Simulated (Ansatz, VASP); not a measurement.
TePb: VASP beside Ansatz

```
Te Pb
1.0
    -0.03227    3.21087    3.21087
     3.21087   -0.03227    3.21087
     3.21087    3.21087   -0.03227
Te Pb
1 1
Direct
  0.50000 0.50000 0.50000
  0.00000 0.00000 0.00000
```

Change from the starting cell: equal xy, yz and zx shear strains of -1 %, crystal datasets.

Alike in both runs: task electric field gradients; functional PBEsol; k mesh 10 × 10 × 10; occupations fermi-dirac, width 0.03 eV; no spin polarisation.

|  | VASP | Ansatz |
| --- | --- | --- |
| version | VASP 6.6.1 | Ansatz 0.2.0 |
| potentials or method | VASP PAW PBE potentials, release 64 (Te, Pb_d), cutoff 520 eV | all-electron PAW with datasets made for the crystal, scalar-relativistic |

```tsv
	VASP	Ansatz	Ansatz less VASP
pressure (GPa)	-0.3	-0.2	+0.03
traceless stress, the component that is largest in VASP (GPa)	0.15	0.15	0.000
size of Vzz on the site where it differs most (V/Å²)	0.8	1.9	+1.13
```

VASP's potentials were made for PBE, not for PBEsol. Ansatz ran all-electron here, and VASP with PAW potentials.

Neither program's run includes spin-orbit coupling.
